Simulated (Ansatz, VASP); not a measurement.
## Ru in VASP and in Ansatz

```
Ru
1.0
     2.70580    0.00000    0.00000
    -1.35290    2.34329    0.00000
     0.00000    0.00000    4.19626
Ru
2
Direct
  0.33333 0.66667 0.25000
  0.66667 0.33333 0.75000
```

Change from the starting cell: zz strain of -2 %.

Alike in both runs: task single point; functional PBEsol; k mesh 14 × 14 × 8; occupations fermi-dirac, width 0.03 eV; no spin polarisation.

|  | VASP | Ansatz |
| --- | --- | --- |
| version | VASP 6.6.1 | Ansatz 0.2.0 |
| potentials or method | VASP PAW PBE potentials, release 64 (Ru_pv), cutoff 520 eV | all-electron LAPW, scalar-relativistic |

```csv
,VASP,Ansatz,Ansatz less VASP
pressure (GPa),0.8,0.9,+0.05
"traceless stress, the component that is largest in VASP (GPa)",5.69,5.66,-0.035
```

VASP's potentials were made for PBE, not for PBEsol. Ansatz ran all-electron here, and VASP with PAW potentials.
